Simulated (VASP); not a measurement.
# Zr (Fd-3m) in VASP: further runs

Zr is run at these levels: PBE; tasks: single point.

Program: VASP 6.6.1. These are calculated values, not measurements. Logs are shortened: lines on timing, memory, paths and dates and some standing lists are left out, and cuts for length are marked.

## 1. The cell of the first run

Symmetry: Fd-3m, No. 227, cubic system. Conventional cell: a = 6.048 Å, b = 6.048 Å, c = 6.048 Å, α = 90.00°, β = 90.00°, γ = 90.00°. Zr (site symmetry -43m) has 4 Zr at 2.62 Å within 3.5 Å.

This isn't the form of Zr at room conditions, which is hcp.

## 2. Single point, PBE, collinear spin (27.66 Å³/atom)

INCAR

```
SYSTEM = Zr
ALGO = Normal ; EDIFF = 1E-7
ENCUT = 520 ; GGA = PE
ISIF = 2 ; ISMEAR = -1
ISPIN = 2 ; LASPH = .TRUE.
LCHARG = .FALSE. ; LMAXMIX = 4
LORBIT = 11 ; LREAL = .FALSE.
LWAVE = .FALSE. ; MAGMOM = 0.443 0.443
NBANDS = 23 ; NELM = 150
PREC = Accurate ; SIGMA = 0.05
```

KPOINTS

```
k-points
0
G
  14 14 14
  0 0 0
```

POSCAR

```
Zr
1.0
    0.0000000000      3.0241580900      3.0241580900
    3.0241580900      0.0000000000      3.0241580900
    3.0241580900      3.0241580900      0.0000000000
Zr
2
Direct
    0.1250000000      0.1250000000      0.1250000000
    0.8750000000      0.8750000000      0.8750000000
```

Potentials or basis: VASP PAW PBE potentials, release 64 (Zr_sv).

Run with:

```console
> cat potpaw_PBE.64/Zr_sv/POTCAR > POTCAR
> mpirun -np 1 vasp_std > vasp.out
```

OUTCAR:

```text
SYSTEM = Zr
   EDIFF = 1E-7
   ENCUT = 520
   GGA = PE
   ISIF = 2
   ISMEAR = -1
   ISPIN = 2
   LASPH = .TRUE.
   LORBIT = 11
   LREAL = .FALSE.
   NELM = 150
   PREC = Accurate

 ion  position               nearest neighbor table
   1  0.125  0.125  0.125-   2 2.62   2 2.62   2 2.62   2 2.62
   2  0.875  0.875  0.875-   1 2.62   1 2.62   1 2.62   1 2.62

  LATTYP: Found a face centered cubic cell.
 ALAT       =     6.0483161800

  Lattice vectors:

 A1 = (   0.0000000000,   3.0241580900,   3.0241580900)
 A2 = (   3.0241580900,   0.0000000000,   3.0241580900)
 A3 = (   3.0241580900,   3.0241580900,   0.0000000000)

Analysis of symmetry for initial positions (statically):
=====================================================================
 Subroutine PRICEL returns:
 Original cell was already a primitive cell.

 Routine SETGRP: Setting up the symmetry group for a
 face centered cubic supercell.

 Subroutine GETGRP returns: Found 48 space group operations
 (whereof 12 operations were pure point group operations)
 out of a pool of 48 trial point group operations.

The static configuration has the point symmetry D_3d.
 The point group associated with its full space group is O_h .

Analysis of symmetry for dynamics (positions and initial velocities):
=====================================================================
 Subroutine PRICEL returns:
 Original cell was already a primitive cell.

 Routine SETGRP: Setting up the symmetry group for a
 face centered cubic supercell.

 Subroutine GETGRP returns: Found 48 space group operations
 (whereof 12 operations were pure point group operations)
 out of a pool of 48 trial point group operations.

The dynamic configuration has the point symmetry D_3d.
 The point group associated with its full space group is O_h .

Analysis of structural, dynamic, and magnetic symmetry:
=====================================================================
 Subroutine PRICEL returns:
 Original cell was already a primitive cell.

 Routine SETGRP: Setting up the symmetry group for a
 face centered cubic supercell.

 Subroutine GETGRP returns: Found 48 space group operations
 (whereof 12 operations were pure point group operations)
 out of a pool of 48 trial point group operations.

The overall configuration has the point symmetry D_3d.
 The point group associated with its full space group is O_h .

 Subroutine INISYM returns: Found 48 space group operations
 (whereof 12 operations are pure point group operations),
 and found     1 'primitive' translations

----------------------------------------------------------------------------------------

[... 116 lines left out ...]
   LORBIT       =     11    0 simple, 1 ext, 2 COOP (PROOUT), +10 PAW based schemes
   GGA     = PE    functional components
   LHFCALC =     F    Hartree Fock is set to
   AEXX    =    0.0000 exact exchange contribution
   IVDW    =     0    specifies the selected vdW correction
   LEPSILON=     F    determine dielectric tensor
   LRPA    =     F    only Hartree local field effects (RPA)
 spin polarized calculation
  energy-cutoff  :      520.00
  volume of cell :       55.32
 maximum number of plane-waves:      1524
   NGX = 15   NGY = 15   NGZ = 15

 number of electron      24.0000000 magnetization       1.0257136

 Free energy of the ion-electron system (eV)
  ---------------------------------------------------
  ext. energy  EPLUGINS =         0.00000000
  ---------------------------------------------------
  free energy    TOTEN  =       -12.16980748 eV

  energy without entropy =      -12.14178578  energy(sigma->0) =      -12.15579663

 E-fermi :   6.6086     XC(G=0):  -9.9927

 val. band max:        6.6045569651   @ k =   0.4286   0.2857   0.0714
 cond. band min:       6.6092963550   @ k =   0.3571   0.2857   0.0000
 fundamental gap:      0.0047393899
 Fermi energy:         6.6085538326

 spin component 1

 k-point     1 :       0.0000    0.0000    0.0000
  band No.  band energies     occupation
      1     -42.4111      1.00000
      2     -41.5816      1.00000
      3     -20.8527      1.00000
      4     -20.8527      1.00000
      5     -20.8527      1.00000
      6     -19.5526      1.00000
[... 613 lines left out ...]
     22      16.6306      0.00000
     23      17.9401      0.00000

 [... further k-points ...]

 spin component 2

 k-point     1 :       0.0000    0.0000    0.0000
  band No.  band energies     occupation
      1     -42.1543      1.00000
      2     -41.3467      1.00000
      3     -20.5342      1.00000
      4     -20.5342      1.00000
      5     -20.5342      1.00000
      6     -19.2822      1.00000
[... 613 lines left out ...]
     22      16.8437      0.00000
     23      18.0826      0.00000

 [... further k-points ...]

------------------------ aborting loop because EDIFF is reached ----------------------------------------

  FORCE on cell =-STRESS in cart. coord.  units (eV):
  Direction    XX          YY          ZZ          XY          YZ          ZX
  --------------------------------------------------------------------------------------
  -------------------------------------------------------------------------------------
  Total        1.7681641      1.7681641      1.7681641      0.0000000     -0.0000000     -0.0000000
  in kB       51.2141150     51.2141150     51.2141150      0.0000000     -0.0000000     -0.0000000
  external PRESSURE =      51.2141150 kB  Pullay stress =       0.0000000 kB

 VOLUME and BASIS-vectors are now :
 -----------------------------------------------------------------------------
  energy-cutoff  :      520.00
  volume of cell :       55.32
      direct lattice vectors                 reciprocal lattice vectors
     0.000000000  3.024158090  3.024158090    -0.165335272  0.165335272  0.165335272
     3.024158090  0.000000000  3.024158090     0.165335272 -0.165335272  0.165335272
     3.024158090  3.024158090  0.000000000     0.165335272  0.165335272 -0.165335272

 POSITION                                       TOTAL-FORCE (eV/Angst)
 -----------------------------------------------------------------------------------
      0.75604      0.75604      0.75604        -0.000000     -0.000000     -0.000000
      5.29228      5.29228      5.29228         0.000000      0.000000      0.000000
 -----------------------------------------------------------------------------------
    total drift:                                0.000000      0.000000     -0.000000

  FREE ENERGIE OF THE ION-ELECTRON SYSTEM (eV)
  ---------------------------------------------------
  free  energy   TOTEN  =       -12.1698074791 eV

  energy  without entropy=      -12.1417857811  energy(sigma->0) =      -12.15579663

 total charge

# of ion       s       p       d       tot
------------------------------------------
    1        2.248   5.880   2.091  10.220
    2        2.248   5.880   2.091  10.220
--------------------------------------------------
tot          4.496  11.761   4.182  20.439

 magnetization (x)

# of ion       s       p       d       tot
------------------------------------------
    1        0.034   0.006   0.399   0.439
    2        0.034   0.006   0.399   0.439
--------------------------------------------------
tot          0.069   0.013   0.798   0.879
```

stdout:

```text
POSCAR found type information on POSCAR Zr
 POSCAR found :  1 types and       2 ions
 scaLAPACK will be used
 LDA part: xc-table for (Slater+PW92), standard interpolation
 POSCAR, INCAR and KPOINTS ok, starting setup
 FFT: planning ... GRIDC
 FFT: planning ... GRID_SOFT
 FFT: planning ... GRID
 WAVECAR not read
 entering main loop
```

It took 80 s on 1 thread of Intel Xeon 6975P-C (Granite Rapids), shared host; peak memory 0.32 GiB.

What came out:

* Free energy: -12.1698 eV
* Pressure: 5.1 GPa
* Net moment: 1.03 μB per cell
* Site moments: Zr +0.44 μB
* Valence electrons inside the program's atomic spheres: Zr 10.22

Caveat: the cell stands under pressure.

## 3. Single point, PBE, collinear spin (28.91 Å³/atom)

This run uses another cell than the first one, of 28.91 Å³/atom.

INCAR

```
SYSTEM = Zr
PREC = Accurate
ENCUT = 520
EDIFF = 1E-7
ISMEAR = -1
SIGMA = 0.05
LREAL = .FALSE.
LASPH = .TRUE.
NELM = 150
ALGO = Normal
ISIF = 2
LWAVE = .FALSE.
LCHARG = .FALSE.
ISPIN = 2
MAGMOM = 0.443 0.443
LORBIT = 11
LMAXMIX = 4
GGA = PE
NBANDS = 23
```

KPOINTS

```
Automatic mesh
0
G
  14 14 14
  0 0 0
```

POSCAR

```
Zr
1.0
    0.0000000000      3.0693014334      3.0693014334
    3.0693014334      0.0000000000      3.0693014334
    3.0693014334      3.0693014334      0.0000000000
Zr
2
Direct
    0.1250000000      0.1250000000      0.1250000000
    0.8750000000      0.8750000000      0.8750000000
```

Potentials or basis: VASP PAW PBE potentials, release 64 (Zr_sv).

Run with:

```console
> cat potpaw_PBE.64/Zr_sv/POTCAR > POTCAR
> mpirun -np 1 vasp_std > vasp.out
```

Run time: 81 s. Hardware: 1 thread of Intel Xeon 6975P-C (Granite Rapids), shared host; peak memory 0.33 GiB.

It converged, with:

| Quantity | Value |
| --- | --- |
| Free energy | -12.2339 eV |
| Pressure | 3.0 GPa |
| Net moment | 1.08 μB per cell |
| Site moments | Zr +0.46 μB |
| Valence electrons inside the program's atomic spheres | Zr 10.17 |

Levels at points of the mesh, in eV from the Fermi level:
Spin up:
| k point | band 11 | band 12 | band 13 | band 14 | band 15 | band 16 |
| --- | --- | --- | --- | --- | --- | --- |
| (0.00, 0.00, 0.00) | -1.07 | -0.23 | -0.23 | -0.23 | 2.10 | 2.10 |
| (0.50, 0.00, 0.00) | -0.94 | -0.94 | -0.43 | -0.43 | 0.72 | 3.30 |
| (0.50, 0.50, 0.00) | -0.38 | -0.38 | 0.37 | 0.37 | 1.66 | 1.66 |
Spin down:
```csv
k point,band 9,band 10,band 11,band 12,band 13,band 14
"(0.00, 0.00, 0.00)",-4.07,-0.82,-0.82,0.32,0.32,0.32
"(0.50, 0.00, 0.00)",-1.43,-1.14,-0.71,-0.71,0.13,0.13
"(0.50, 0.50, 0.00)",-1.86,-1.86,0.23,0.23,0.80,0.80
```

Caveat: the cell stands under pressure.

## 4. Single point, PBE

This run uses another cell than the first one, of 31.09 Å³/atom.

INCAR

```
PREC = Accurate ; ENCUT = 500
EDIFF = 1E-6 ; ISMEAR = -1
SIGMA = 0.1 ; LREAL = False
LASPH = True ; NELM = 120
ALGO = Normal ; ISIF = 2
LWAVE = False ; LCHARG = False
GGA = PE ; NBANDS = 19
GGA_COMPAT = False
```

KPOINTS

```
Automatic mesh
0
Gamma
  5 5 5
```

POSCAR

```
Zr
1.0
    0.0000000000      3.1443159546      3.1443159546
    3.1443159546      0.0000000000      3.1443159546
    3.1443159546      3.1443159546      0.0000000000
Zr
2
Direct
    0.1250000000      0.1250000000      0.1250000000
    0.8750000000      0.8750000000      0.8750000000
```

Run with:

```console
> cat potpaw_PBE.64/Zr_sv/POTCAR > POTCAR
> mpirun -np 1 vasp_std > vasp.out
```

Run time: 9.3 s. Hardware: 1 thread of Intel Xeon Platinum 8375C at 2.90GHz (Ice Lake), shared host; peak memory 0.17 GiB.

Results (log left out):

* Free energy: -12.3158 eV
* Pressure: 0.0 GPa
* Band gap on the k mesh: zero (bands 12 and 13 overlap by 0.09 eV)

Levels at points of the mesh, in eV from the Fermi level:
| k point | band 10 | band 11 | band 12 | band 13 | band 14 | band 15 |
| --- | --- | --- | --- | --- | --- | --- |
| (0.00, 0.00, 0.00) | -0.79 | -0.79 | 0.01 | 0.01 | 0.01 | 2.11 |

## 5. Summary

| spin | cell | k mesh | cutoff (eV) | smearing | gap on the mesh (eV) | pressure (GPa) | moment (μB) |
| --- | --- | --- | --- | --- | --- | --- | --- |
| collinear | a = 4.277 Å, angles 60.0°, 2 atoms | 14 × 14 × 14 | 520 | fermi-dirac 0.05 eV | none | 5.1 | 1.03 |
| collinear | a = 4.341 Å, angles 60.0°, 2 atoms | 14 × 14 × 14 | 520 | fermi-dirac 0.05 eV | none | 3.0 | 1.08 |
| off | a = 4.447 Å, angles 60.0°, 2 atoms | 5 × 5 × 5 | 500 | fermi-dirac 0.1 eV | none | 0.0 | - |

Alike in all rows: task single point; level PBE; potentials or basis VASP PAW PBE potentials, release 64 (Zr_sv).

Caveats: the cell stands under pressure (at least some runs).

Absolute energies hang on the potentials; compare differences alone.
